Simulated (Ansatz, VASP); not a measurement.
## Two plane-wave programs on SnH

```
CELL_PARAMETERS angstrom
0.00000 3.23379 3.23379
3.23379 0.00000 3.23379
3.23379 3.23379 0.00000
ATOMIC_POSITIONS crystal
Sn 0.00000 0.00000 0.00000
Sn 0.25000 0.25000 0.25000
H 0.50000 0.50000 0.50000
H 0.75000 0.75000 0.75000
```

Alike in both runs: functional r2SCAN; k mesh 10 × 10 × 10; occupations gaussian, width 0.1 eV; no spin polarisation.

Ansatz relaxed the structure, and its values are those at the end. VASP's run is a single point on that final structure, the one shown.

|  | VASP | Ansatz |
| --- | --- | --- |
| version | VASP 6.6.1 | Ansatz 0.2.0 |
| potentials or method | VASP PAW PBE potentials, release 64 (Sn_d, H), cutoff 520 eV | scalar-relativistic, plane waves, PAW |
| valence electrons in the cell | 30 | 30 |

Ansatz gave:

| Property | Result |
| --- | --- |
| gap on the k mesh at the Fermi level (eV) | none |
| pressure (GPa) | 0.0 |

Task: Which values does VASP return?

Result: gap on the k mesh at the Fermi level (eV): none; pressure (GPa): -0.1.

VASP's potentials were made for PBE, not for r2SCAN. A gap of «none» marks a metal or a gap that the smearing closes.
